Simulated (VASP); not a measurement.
The system is TeW.

```
CELL_PARAMETERS angstrom
0.00000 3.06183 3.06183
3.06183 0.00000 3.06183
3.06183 3.06183 0.00000
ATOMIC_POSITIONS crystal
W 0.00000 0.00000 0.00000
Te 0.25000 0.25000 0.25000
```

Base run:

- Program: VASP 6.6.1
- Functional: PBE
- Potentials or basis: VASP PAW PBE potentials, release 64 (W_sv, Te)
- Cutoff: 520 eV
- k mesh: 12 × 12 × 12
- Occupations: gaussian, width 0.1 eV
- Spin: collinear spin, ferromagnetic start
- Starting moments: [1.0, 0.0] μB

Its results: pressure 0.0 GPa; net moment 1.40 μB per cell; site moments W +1.10; Te -0.03 μB.

The run is repeated on the same cell with these changes: functional from PBE to r2SCAN. What comes out?

Pressure -1.2 GPa; net moment 1.51 μB per cell; site moments W +1.23; Te -0.06 μB.

Caveats: the PAW data sets were made with another functional, which shifts forces and pressure a little (some runs).
